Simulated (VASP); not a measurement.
A run of VASP 6.6.1 is set up as follows.

The input INCAR:

```
SYSTEM = H15NO6
PREC     = Accurate       ! precision mode
ENCUT    = 520            ! plane-wave cutoff, eV
EDIFF    = 1E-7           ! SCF threshold, eV
ISMEAR   = -1             ! smearing method
SIGMA    = 0.02           ! smearing width, eV
LREAL    = Auto         
LASPH    = .True.         ! aspherical terms in the spheres
NELM     = 80             ! most SCF steps
ALGO     = Normal         ! electronic algorithm
ISIF     = 2              ! what is computed and relaxed
LWAVE    = .False.        ! write WAVECAR
LCHARG   = .False.        ! write CHGCAR
GGA      = PE             ! functional
IVDW     = 12             ! dispersion correction
NBANDS   = 45             ! bands
```

KPOINTS

```
regular mesh
0
Gamma
  1 1 1
  0 0 0
```

POSCAR

```
H15NO6
1.0
    5.8196320000      0.0000000000      0.0000000000
    0.0000000000      5.8196320000      0.0000000000
    0.0000000000      0.0000000000      5.8196320000
O H N
6 15 1
Direct
    0.8815984932      0.4762965527     -0.0353997741
    0.3434562570      0.0818283458      0.3803357320
    0.5594055472      0.4963580001      0.2911694792
    0.0572209252      0.1045886500      0.7555223303
    0.6645492335      0.8476357998      0.6142429191
    0.3268582224      0.7383660280     -0.0461848509
    0.7774390735      0.4666074198      0.0990280602
    1.0097543284      0.5734607944      0.0128728056
    0.4186154305      0.2324911955      0.3529076681
    0.2377035315      0.1082466944      0.5132998164
    0.4673221061      0.5900967902      0.1819846264
    0.6044518546      0.6054119020      0.4155163559
   -0.0032292258      0.2420638867      0.8368980443
   -0.0824128905      0.0195710241      0.7094734273
    0.5826563365      0.8029543286      0.7563732661
    0.5479012678      0.9433009812      0.5283177471
    0.2618428467      0.8926815109     -0.0273275996
    0.2620113804      0.6867325898     -0.1998494889
    0.1462274397      0.4583813104      0.4878450215
   -0.0460053796      0.6337074290      0.5956539282
    0.1497137727      0.7321580536      0.4181884781
    0.1229625491      0.6201182130      0.5506160078
```

Potentials or basis: VASP PAW PBE potentials, release 64 (O, H, N).

Command:

```sh
$ cat potpaw_PBE.64/O/POTCAR potpaw_PBE.64/H/POTCAR potpaw_PBE.64/N/POTCAR > POTCAR
$ mpirun -np 1 vasp_gam > vasp.out
```

Question: Predict the dispersion energy per atom.

Answer: -0.039 eV.

Question: Predict the largest force.

Answer: 0.428 eV/Å.

Question: Predict the pressure.

Answer: 0.3 GPa.

Question: Predict the band gap on the k mesh.

Answer: 4.93 eV.

Stress tensor (GPa, compression positive):
```
 0.72 -0.33 -1.09
-0.33  0.60  0.08
-1.09  0.08 -0.38
```

Caveat: the k points lie up to 1.08 Å⁻¹ apart.
